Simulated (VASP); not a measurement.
Runs of VASP 6.6.1 on RuCl. The structure is that of space group Pm-3m (No. 221), or close to it. The cells are those of the table. 

```tsv
task	spin	cell	k mesh	cutoff (eV)	gap on the mesh (eV)	pressure (GPa)	moment (μB)	relaxed volume (Å³/atom)
relaxation of cell and atoms	collinear, ferromagnetic start	relaxed from a = 3.418 Å, 2 atoms	6 × 6 × 6	600	none	0.3	0.00	(b)
relaxation of cell and atoms	off	relaxed from a = 3.081 Å, 2 atoms	18 × 18 × 18	600	none	0.0	-	14.64
single point	off	a = 3.081 Å, 2 atoms	18 × 18 × 18	520	none	(a)	-	-
single point	collinear, ferromagnetic start	a = 3.081 Å, 2 atoms	6 × 6 × 6	520	none	0.1	0.00	-
single point	collinear, ferromagnetic start	a = 3.418 Å, 2 atoms	6 × 6 × 6	520	none	-7.8	3.02	-
```

Alike in all rows: level PBE; potentials or basis VASP PAW PBE potentials, release 64 (Ru_pv, Cl); smearing gaussian 0.1 eV.

Q: Estimate the missing entries.

A: (a) 0.2; (b) 14.61.

Caveats: an odd number of electrons without spin polarisation forces a metal (some runs); a magnetic or distorted state may lie lower (some runs); the volume moved by over 15 % at a fixed basis, so the end points are rough (some runs).

A k mesh can miss the band edges, and the runs leave out spin-orbit coupling on Ru.

A gap of «none» marks levels without a gap at the run's occupations.
